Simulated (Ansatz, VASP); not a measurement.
Au: VASP beside Ansatz

```
CELL_PARAMETERS angstrom
2.94022 0.00000 0.00000
0.00000 4.15809 0.00000
0.00000 0.00000 23.82065
ATOMIC_POSITIONS crystal
Au 0.50000 0.50000 0.31915
Au 0.00000 0.00000 0.37326
Au 0.50000 0.50000 0.43928
Au 0.00000 0.00000 0.50000
Au 0.50000 0.50000 0.56072
Au 0.00000 0.00000 0.62674
Au 0.50000 0.50000 0.68085
```

Alike in both runs: functional PBE; k mesh 12 × 8 × 1; occupations gaussian, width 0.1 eV; no spin polarisation.

Ansatz relaxed the structure, and its values are those at the end. VASP's run is a single point on that final structure, the one shown.

|  | VASP | Ansatz |
| --- | --- | --- |
| version | VASP 6.6.1 | Ansatz 0.2.0 |
| potentials or method | VASP PAW PBE potentials, release 64 (Au), cutoff 520 eV | scalar-relativistic, plane waves, PAW |
| valence electrons in the cell | 77 | 133 |

Ansatz gave:

* gap on the k mesh at the Fermi level (eV): none
* rms of the force components (eV/Å): 0.002

Problem. Estimate VASP's values.

Solution. gap on the k mesh at the Fermi level (eV): none; rms of the force components (eV/Å): 0.004.

A gap of «none» marks a metal or a gap that the smearing closes. VASP's potentials hold 77 valence electrons a cell and Ansatz's 133, so a difference there can come from the potentials and not from the codes.

Spin-orbit coupling is off throughout.
